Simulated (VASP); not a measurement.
A run of VASP 6.6.1:

File INCAR:

```
SYSTEM = Ni
PREC = Accurate
ENCUT = 520
EDIFF = 1E-6
ISMEAR = -1
SIGMA = 0.05
LREAL = .FALSE.
LASPH = .TRUE.
NELM = 150
ALGO = Normal
ISIF = 2
LWAVE = .FALSE.
LCHARG = .FALSE.
ISPIN = 2
MAGMOM = 0.607
LORBIT = 11
LMAXMIX = 4
NBANDS = 15
```

Contents of KPOINTS:

```
regular mesh
0
G
  17 17 17
  0 0 0
```

Contents of POSCAR:

```
Ni
1.0
    0.0000000000      1.7124646296      1.7124646296
    1.7124646296      0.0000000000      1.7124646296
    1.7124646296      1.7124646296      0.0000000000
Ni
1
Direct
    0.0000000000      0.0000000000      0.0000000000
```

Potentials or basis: VASP PAW LDA potentials, release 64 (Ni).

Command:

```sh
$ cat potpaw_LDA.64/Ni/POTCAR > POTCAR
$ mpirun -np 1 vasp_std > vasp.out
```

Hardware: 1 thread of Intel Xeon 8259CL, on a shared host.

Problem. How long does it take, and how much memory?

Solution. Wall time 39 s on 1 thread of Intel Xeon 8259CL, on a shared host, peak memory 0.14 GiB. Counts: scf iterations 12, k points 165.
